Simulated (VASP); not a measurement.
# NbCd3 (P4/mmm) in VASP: a series of runs

The runs below take NbCd3 through single point, with PBE.

Everything below comes from runs of VASP 6.6.1. Logs are shortened: lines on timing, memory, paths and dates and some standing lists are left out, and cuts for length are marked.

### 1 The cell of the first run

The structure is tetragonal, space group P4/mmm (No. 123). The conventional cell has a = 4.215 Å, b = 4.215 Å, c = 4.145 Å, α = 90.00°, β = 90.00°, γ = 90.00°. Nb (site symmetry 4/mmm) has 12 Cd at 2.96 to 2.98 Å within 3.9 Å. Within 3.9 Å of Cd (site symmetry mmm) lie 4 Nb at 2.96 Å and 8 Cd at 2.96 to 2.98 Å. Within 3.9 Å of Cd (site symmetry 4/mmm) lie 8 Cd at 2.96 Å and 4 Nb at 2.98 Å.

### 2 Single point, PBE

Input file INCAR:

```
PREC = Accurate
ENCUT = 520
EDIFF = 1E-6
ISMEAR = -1
SIGMA = 0.1
LREAL = False
LASPH = True
NELM = 100
ALGO = Normal
ISIF = 2
LWAVE = False
LCHARG = False
GGA = PE
NBANDS = 32
```

Input file KPOINTS:

```
Automatic mesh
0
Gamma
  8 8 8
```

Input file POSCAR:

```
NbCd3
1.0
    4.2150000000      0.0000000000      0.0000000000
    0.0000000000      4.2150000000      0.0000000000
    0.0000000000      0.0000000000      4.1447500000
Nb Cd
1 3
Direct
    0.0000000000      0.0000000000      0.0000000000
    0.0000000000      0.5000000000      0.5000000000
    0.5000000000      0.0000000000      0.5000000000
    0.5000000000      0.5000000000      0.0000000000
```

Potentials or basis: VASP PAW PBE potentials, release 64 (Nb_sv, Cd).

Launch:

```bash
> cat potpaw_PBE.64/Nb_sv/POTCAR potpaw_PBE.64/Cd/POTCAR > POTCAR
> mpirun -np 1 vasp_std > vasp.out
```

OUTCAR:

```text
PREC = Accurate
   ENCUT = 520
   EDIFF = 1E-6
   ISMEAR = -1
   LREAL = False
   LASPH = True
   NELM = 100
   ISIF = 2
   GGA = PE

 ion  position               nearest neighbor table
   1  0.000  0.000  0.000-   2 2.96   3 2.96   2 2.96   3 2.96   2 2.96   2 2.96   3 2.96   3 2.96
                             4 2.98   4 2.98   4 2.98   4 2.98
   2  0.000  0.500  0.500-   1 2.96   4 2.96   1 2.96   4 2.96   1 2.96   1 2.96   4 2.96   4 2.96
                             3 2.98   3 2.98   3 2.98   3 2.98
   3  0.500  0.000  0.500-   1 2.96   4 2.96   1 2.96   4 2.96   4 2.96   4 2.96   1 2.96   1 2.96
                             2 2.98   2 2.98   2 2.98   2 2.98
   4  0.500  0.500  0.000-   2 2.96   3 2.96   2 2.96   3 2.96   3 2.96   3 2.96   2 2.96   2 2.96
                             1 2.98   1 2.98   1 2.98   1 2.98

  LATTYP: Found a simple tetragonal cell.
 ALAT       =     4.2150000000
 C/A-ratio  =     0.9833333333

  Lattice vectors:

 A1 = (   4.2150000000,   0.0000000000,   0.0000000000)
 A2 = (   0.0000000000,   4.2150000000,   0.0000000000)
 A3 = (   0.0000000000,   0.0000000000,   4.1447500000)

Analysis of symmetry for initial positions (statically):
=====================================================================
 Subroutine PRICEL returns:
 Original cell was already a primitive cell.

 Routine SETGRP: Setting up the symmetry group for a
 simple tetragonal supercell.

 Subroutine GETGRP returns: Found 16 space group operations
 (whereof 16 operations were pure point group operations)
 out of a pool of 16 trial point group operations.

The static configuration has the point symmetry D_4h.

Analysis of symmetry for dynamics (positions and initial velocities):
=====================================================================
 Subroutine PRICEL returns:
 Original cell was already a primitive cell.

 Routine SETGRP: Setting up the symmetry group for a
 simple tetragonal supercell.

 Subroutine GETGRP returns: Found 16 space group operations
 (whereof 16 operations were pure point group operations)
 out of a pool of 16 trial point group operations.

The dynamic configuration has the point symmetry D_4h.

 Subroutine INISYM returns: Found 16 space group operations
 (whereof 16 operations are pure point group operations),
 and found     1 'primitive' translations

----------------------------------------------------------------------------------------

                                     Primitive cell

  volume of cell :      73.6366

  direct lattice vectors                    reciprocal lattice vectors
     4.215000000  0.000000000  0.000000000     0.237247924  0.000000000  0.000000000
     0.000000000  4.215000000  0.000000000     0.000000000  0.237247924  0.000000000
     0.000000000  0.000000000  4.144750000     0.000000000  0.000000000  0.241269075

  length of vectors
     4.215000000  4.215000000  4.144750000     0.237247924  0.237247924  0.241269075

  position of ions in fractional coordinates (direct lattice)
     0.000000000  0.000000000  0.000000000
     0.000000000  0.500000000  0.500000000
     0.500000000  0.000000000  0.500000000
     0.500000000  0.500000000  0.000000000

  ion indices of the primitive-cell ions
   primitive index   ion index
                 1           1
                 2           2
                 3           3
                 4           4

----------------------------------------------------------------------------------------

 KPOINTS: Automatic mesh

Automatic generation of k-mesh.
 Grid dimensions read from file:
 generate k-points for:    8    8    8

 Generating k-lattice:

  Cartesian coordinates                     Fractional coordinates (reciprocal lattice)
     0.029655991  0.000000000  0.000000000     0.125000000  0.000000000  0.000000000
     0.000000000  0.029655991  0.000000000     0.000000000  0.125000000  0.000000000
     0.000000000  0.000000000  0.030158634     0.000000000  0.000000000  0.125000000

  Length of vectors
     0.029655991  0.029655991  0.030158634

  Shift w.r.t. Gamma in fractional coordinates (k-lattice)
     0.000000000  0.000000000  0.000000000

 Subroutine IBZKPT returns following result:
 ===========================================

 Found     75 irreducible k-points:

 Following reciprocal coordinates:
            Coordinates               Weight
  0.000000  0.000000  0.000000      1.000000
  0.125000  0.000000  0.000000      4.000000
  0.250000  0.000000  0.000000      4.000000
  0.375000  0.000000  0.000000      4.000000
  0.500000  0.000000  0.000000      2.000000
  0.125000  0.125000  0.000000      4.000000
[... 16 lines left out ...]
  0.375000  0.125000  0.125000     16.000000
  0.500000  0.125000  0.125000      8.000000
 [... further k-points ...]
   k-points           NKPTS =     75   k-points in BZ     NKDIM =     75   number of bands    NBANDS=     32
   number of dos      NEDOS =    301   number of ions     NIONS =      4
   total plane-waves  NPLWV =  32768
   dimension x,y,z NGX =    32 NGY =   32 NGZ =   32
   dimension x,y,z NGXF=    64 NGYF=   64 NGZF=   64
   ions per type =               1   3
   NGX,Y,Z   is equivalent  to a cutoff of  12.62, 12.62, 12.84 a.u.
   NGXF,Y,Z  is equivalent  to a cutoff of  25.24, 25.24, 25.67 a.u.
 SYSTEM =  unknown system
   PREC   = accura    normal or accurate (medium, high low for compatibility)
   ISTART =      0    job   : 0-new  1-cont  2-samecut
   ICHARG =      2    charge: 1-file 2-atom 10-const
   ISPIN  =      1    spin polarized calculation?
   LNONCOLLINEAR =      F non collinear calculations
   LSORBIT =      F    spin-orbit coupling
   LASPH  =      T    aspherical Exc in radial PAW
   ENCUT  =  520.0 eV  38.22 Ry    6.18 a.u.   7.84  7.84  7.71*2*pi/ulx,y,z
   NELM   =    100;   NELMIN=  2; NELMDL= -5     # of ELM steps
   EDIFF  = 0.1E-05   stopping-criterion for ELM
   LREAL  =      F    real-space projection
   EDIFFG = 0.1E-04   stopping-criterion for IOM
   NSW    =      0    number of steps for IOM
   IBRION =     -1    ionic relax: 0-MD 1-quasi-New 2-CG
   NFREE  =      0    steps in history (QN), initial steepest desc. (CG)
   ISIF   =      2    stress and relaxation
   ISYM   =      2    0-nonsym 1-usesym 2-fastsym
   POTIM  = 0.5000    time-step for ionic-motion
   TEBEG  =    0.0;   TEEND  =   0.0 temperature during run
   PSTRESS=    0.0 pullay stress
   NELECT =      49.0000    total number of electrons
   NUPDOWN=      -1.0000    fix difference up-down
   EMIN   =  10.00;   EMAX   =-10.00  energy-range for DOS
   EFERMI =   0.00;   METHOD = LEGACY
   ISMEAR =    -1;   SIGMA  =   0.10  broadening in eV -4-tet -1-fermi 0-gaus
   EFERMI_NEDOS =   21; number of points for ismear=-14 and -15
   IALGO  =     38    algorithm
   IMIX   =      4    mixing-type and parameters
     AMIX     =   0.40;   BMIX     =  1.00
     AMIX_MAG =   1.60;   BMIX_MAG =  1.00
  volume/ion in A,a.u.               =      18.41       124.23
  Fermi-wavevector in a.u.,A,eV,Ry     =   1.429253  2.700896 27.793482  2.042763
  Thomas-Fermi vector in A             =   2.549226
   LORBIT       =      0    0 simple, 1 ext, 2 COOP (PROOUT), +10 PAW based schemes
   GGA     = PE    functional components
   LHFCALC =     F    Hartree Fock is set to
   AEXX    =    0.0000 exact exchange contribution
   IVDW    =     0    specifies the selected vdW correction
   LEPSILON=     F    determine dielectric tensor
   LRPA    =     F    only Hartree local field effects (RPA)
 non-spin polarized calculation
  energy-cutoff  :      520.00
  volume of cell :       73.64
 maximum number of plane-waves:      2012
 NGX is ok and might be reduce to    32
   NGX = 15   NGY = 15   NGZ = 15

 number of electron      49.0000036 magnetization

 Free energy of the ion-electron system (eV)
  ---------------------------------------------------
  ext. energy  EPLUGINS =         0.00000000
  ---------------------------------------------------
  free energy    TOTEN  =       -11.71155459 eV

  energy without entropy =      -11.65631227  energy(sigma->0) =      -11.68393343

 E-fermi :   5.4324     XC(G=0): -12.0463

 val. band max:        5.4159269847   @ k =   0.3750   0.2500   0.1250
 cond. band min:       5.4871393608   @ k =   0.2500   0.1250   0.2500
 fundamental gap:      0.0712123760
 Fermi energy:         5.4323887248

 k-point     1 :       0.0000    0.0000    0.0000
  band No.  band energies     occupation
      1     -49.4184      2.00000
      2     -25.4985      2.00000
      3     -25.4985      2.00000
      4     -25.4825      2.00000
      5      -4.3983      2.00000
      6      -4.1598      2.00000
[... 24 lines left out ...]
     31      11.6430      0.00000
     32      13.1027      0.00000

 k-point     2 :       0.1250    0.0000    0.0000
  band No.  band energies     occupation
      1     -49.4183      2.00000
      2     -25.5020      2.00000
      3     -25.4986      2.00000
      4     -25.4827      2.00000
      5      -4.3400      2.00000
      6      -4.1379      2.00000
[... 24 lines left out ...]
     31      12.1543      0.00000
     32      13.1552      0.00000

 k-point     3 :       0.2500    0.0000    0.0000
  band No.  band energies     occupation
      1     -49.4180      2.00000
      2     -25.5105      2.00000
      3     -25.4990      2.00000
      4     -25.4832      2.00000
      5      -4.1844      2.00000
      6      -4.0805      2.00000
[... 24 lines left out ...]
     31      12.7357      0.00000
     32      12.9606      0.00000

 k-point     4 :       0.3750    0.0000    0.0000
  band No.  band energies     occupation
      1     -49.4177      2.00000
      2     -25.5190      2.00000
      3     -25.4994      2.00000
      4     -25.4837      2.00000
      5      -4.0141      2.00000
      6      -3.9924      2.00000
[... 654 lines left out ...]
     31      12.4359      0.00000
     32      13.0472      0.00000

 k-point    23 :       0.3750    0.1250    0.1250
  band No.  band energies     occupation
      1     -49.4175      2.00000
      2     -25.5180      2.00000
      3     -25.5023      2.00000
      4     -25.4872      2.00000
      5      -3.9887      2.00000
      6      -3.8818      2.00000
[... 24 lines left out ...]
     31      12.3516      0.00000
     32      12.9173      0.00000

 k-point    24 :       0.5000    0.1250    0.1250
  band No.  band energies     occupation
      1     -49.4174      2.00000
      2     -25.5213      2.00000
      3     -25.5024      2.00000
      4     -25.4873      2.00000
      5      -3.9376      2.00000
      6      -3.7955      2.00000
[... 24 lines left out ...]
     31      11.9885      0.00000
     32      13.1284      0.00000

 [... further k-points ...]
[... 5 lines left out ...]
  --------------------------------------------------------------------------------------
  -------------------------------------------------------------------------------------
  Total        4.4479292      4.4479292      5.0413909      0.0000000      0.0000000      0.0000000
  in kB       96.7776231     96.7776231    109.6901054      0.0000000      0.0000000      0.0000000
  external PRESSURE =     101.0817839 kB  Pullay stress =       0.0000000 kB

 VOLUME and BASIS-vectors are now :
 -----------------------------------------------------------------------------
  energy-cutoff  :      520.00
  volume of cell :       73.64
      direct lattice vectors                 reciprocal lattice vectors
     4.215000000  0.000000000  0.000000000     0.237247924  0.000000000  0.000000000
     0.000000000  4.215000000  0.000000000     0.000000000  0.237247924  0.000000000
     0.000000000  0.000000000  4.144750000     0.000000000  0.000000000  0.241269075

 POSITION                                       TOTAL-FORCE (eV/Angst)
 -----------------------------------------------------------------------------------
      0.00000      0.00000      0.00000         0.000000      0.000000      0.000000
      0.00000      2.10750      2.07238         0.000000      0.000000      0.000000
      2.10750      0.00000      2.07238         0.000000      0.000000      0.000000
      2.10750      2.10750      0.00000         0.000000      0.000000      0.000000
 -----------------------------------------------------------------------------------
    total drift:                                0.000000     -0.000000     -0.000000

  FREE ENERGIE OF THE ION-ELECTRON SYSTEM (eV)
  ---------------------------------------------------
  free  energy   TOTEN  =       -11.7115545911 eV

  energy  without entropy=      -11.6563122706  energy(sigma->0) =      -11.68393343
```

It took 3.1 min on 1 thread of Oxide Virtual Turin-like, shared host; peak memory 0.24 GiB.

Results:

* Free energy: -11.7116 eV
* Pressure: 10.1 GPa
* Band gap on the k mesh: zero (an odd number of electrons rules out a gap without spin polarisation)

Stress tensor (GPa, compression positive):
```
 9.68  0.00  0.00
 0.00  9.68  0.00
 0.00  0.00 10.97
```

Caveat: the cell stands under pressure.

### 3 Single point, PBE

This run uses another cell than the first one, of 19.03 Å³/atom.

Input file INCAR:

```
SYSTEM = NbCd3
PREC     = Accurate       ! precision mode
ENCUT    = 520            ! plane-wave cutoff, eV
EDIFF    = 1E-6           ! SCF threshold, eV
ISMEAR   = -1             ! smearing method
SIGMA    = 0.1            ! smearing width, eV
LREAL    = .FALSE.        ! projectors in reciprocal space
LASPH    = .TRUE.         ! aspherical terms in the spheres
NELM     = 100            ! most SCF steps
ALGO     = Normal         ! electronic algorithm
ISIF     = 2              ! what is computed and relaxed
LWAVE    = .FALSE.        ! write WAVECAR
LCHARG   = .FALSE.        ! write CHGCAR
GGA      = PE             ! functional
NBANDS   = 32             ! bands
```

Input file KPOINTS:

```
regular mesh
0
G
  8 8 8
  0 0 0
```

POSCAR: that of step 2 with these lines changed.

```diff
@@ -4,3 +4,3 @@
     0.0000000000      4.2150000000      0.0000000000
-    0.0000000000      0.0000000000      4.1447500000
+    0.0000000000      0.0000000000      4.2852500000
 Nb Cd
```

Potentials or basis: VASP PAW PBE potentials, release 64 (Nb_sv, Cd).

Launch:

```bash
> cat potpaw_PBE.64/Nb_sv/POTCAR potpaw_PBE.64/Cd/POTCAR > POTCAR
> mpirun -np 1 vasp_std > vasp.out
```

Run time: 2.8 min. Hardware: 1 thread of Oxide Virtual Turin-like, shared host; peak memory 0.25 GiB.

It converged, with:

```
Free energy            : -11.8340 eV
Pressure               : 5.7 GPa
Band gap on the k mesh : zero (an odd number of electrons rules out a gap without spin polarisation)
```

Stress tensor (GPa, compression positive):
```
6.15 0.00 0.00
0.00 6.15 0.00
0.00 0.00 4.87
```

Levels at points of the mesh, in eV from the Fermi level:
| k point | band 23 | band 24 | band 25 | band 26 | band 27 | band 28 |
| --- | --- | --- | --- | --- | --- | --- |
| (0.00, 0.00, 0.00) | 0.06 | 0.30 | 0.30 | 1.21 | 1.21 | 1.27 |
| (0.50, 0.00, 0.00) | -0.87 | -0.82 | 1.09 | 1.13 | 3.16 | 4.07 |
| (0.50, 0.50, 0.00) | -3.12 | -0.36 | -0.36 | 1.19 | 1.88 | 2.11 |
| (0.00, 0.00, 0.50) | -0.85 | -0.77 | 0.93 | 1.20 | 3.30 | 4.24 |
| (0.50, 0.00, 0.50) | -3.14 | -0.34 | -0.28 | 1.10 | 1.76 | 2.16 |
| (0.50, 0.50, 0.50) | -2.32 | -1.23 | -1.17 | -1.17 | 1.48 | 1.53 |

Caveat: the cell stands under pressure.

### 4 Single point, PBE

This run uses another cell than the first one, of 19.35 Å³/atom.

Input file INCAR:

```
SYSTEM = NbCd3
PREC = Accurate
ENCUT = 520
EDIFF = 1E-6
ISMEAR = -1
SIGMA = 0.1
LREAL = .False.
LASPH = .True.
NELM = 100
ALGO = Normal
ISIF = 2
LWAVE = .False.
LCHARG = .False.
GGA = PE
NBANDS = 32
```

Input file KPOINTS:

```
regular mesh
0
Gamma
  8 8 8
  0 0 0
```

POSCAR: that of step 3 with these lines changed.

```diff
@@ -4,3 +4,3 @@
     0.0000000000      4.2150000000      0.0000000000
-    0.0000000000      0.0000000000      4.2852500000
+    0.0000000000      0.0000000000      4.3555000000
 Nb Cd
```

Launch:

```bash
> cat potpaw_PBE.64/Nb_sv/POTCAR potpaw_PBE.64/Cd/POTCAR > POTCAR
> mpirun -np 1 vasp_std > vasp.out
```

Run time: 2.7 min. Hardware: 1 thread of Oxide Virtual Turin-like, shared host; peak memory 0.24 GiB.

The run converged. Its results:

- Free energy: -11.8614 eV
- Pressure: 3.9 GPa
- Band gap on the k mesh: zero (an odd number of electrons rules out a gap without spin polarisation)

Stress tensor (GPa, compression positive):
```
4.72 0.00 0.00
0.00 4.72 0.00
0.00 0.00 2.17
```

Levels at points of the mesh, in eV from the Fermi level:
| k point | band 23 | band 24 | band 25 | band 26 | band 27 | band 28 |
| --- | --- | --- | --- | --- | --- | --- |
| (0.00, 0.00, 0.00) | -0.09 | 0.38 | 0.38 | 1.16 | 1.16 | 1.27 |
| (0.50, 0.00, 0.00) | -0.83 | -0.83 | 1.08 | 1.11 | 2.99 | 3.87 |
| (0.50, 0.50, 0.00) | -3.05 | -0.39 | -0.39 | 1.21 | 1.90 | 2.03 |
| (0.00, 0.00, 0.50) | -0.79 | -0.73 | 0.81 | 1.20 | 3.30 | 4.20 |
| (0.50, 0.00, 0.50) | -3.10 | -0.34 | -0.24 | 1.04 | 1.68 | 2.12 |
| (0.50, 0.50, 0.50) | -2.27 | -1.25 | -1.13 | -1.13 | 1.42 | 1.51 |

Caveat: the cell stands under pressure.

### 5 The runs side by side

```tsv
cell	gap on the mesh (eV)	pressure (GPa)
a = 4.215, b = 4.215, c = 4.145 Å, 4 atoms	none	10.1
a = 4.215, b = 4.215, c = 4.285 Å, 4 atoms	none	5.7
a = 4.215, b = 4.215, c = 4.356 Å, 4 atoms	none	3.9
```

Alike in all rows: task single point; level PBE; potentials or basis VASP PAW PBE potentials, release 64 (Nb_sv, Cd); no spin polarisation; k mesh 8 × 8 × 8; cutoff (eV) 520; smearing fermi-dirac 0.1 eV.

Caveats: the cell stands under pressure.

Total energies depend on the potentials used, so only differences within one code and one set of settings carry meaning.

The gap in the log of VASP goes by the Fermi energy; the results here count the filled bands.